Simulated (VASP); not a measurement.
Input of a VASP 6.6.1 run:

The input INCAR:

```
SYSTEM = NiO
  PREC = Accurate
  ENCUT = 520
  EDIFF = 1E-6
  ISMEAR = 0
  SIGMA = 0.1
  LREAL = .FALSE.
  LASPH = .TRUE.
  NELM = 150
  ALGO = Normal
  ISIF = 2
  LWAVE = .FALSE.
  LCHARG = .FALSE.
  ISPIN = 2
  MAGMOM = 1.58 0.31
  LORBIT = 11
  LMAXMIX = 4
  GGA = PE
  NBANDS = 19
```

The input KPOINTS:

```
Automatic mesh
0
G
  18 18 18
  0 0 0
```

Contents of POSCAR:

```
NiO
1.0
    0.0000000000      2.0879083569      2.0879083569
    2.0879083569      0.0000000000      2.0879083569
    2.0879083569      2.0879083569      0.0000000000
Ni O
1 1
Direct
    0.0000000000      0.0000000000      0.0000000000
    0.5000000000      0.5000000000      0.5000000000
```

Potentials or basis: VASP PAW PBE potentials, release 64 (Ni, O).

Launch:

```bash
$ cat potpaw_PBE.64/Ni/POTCAR potpaw_PBE.64/O/POTCAR > POTCAR
$ mpirun -np 1 vasp_std > vasp.out
```

(1) Estimate the pressure.

(2) Predict the site moments.

## Answers

(1) 4.6 GPa.

(2) Ni +1.40; O +0.25 μB.

Caveat: a cell with one magnetic atom can't hold antiferromagnetic order, which such compounds often take.
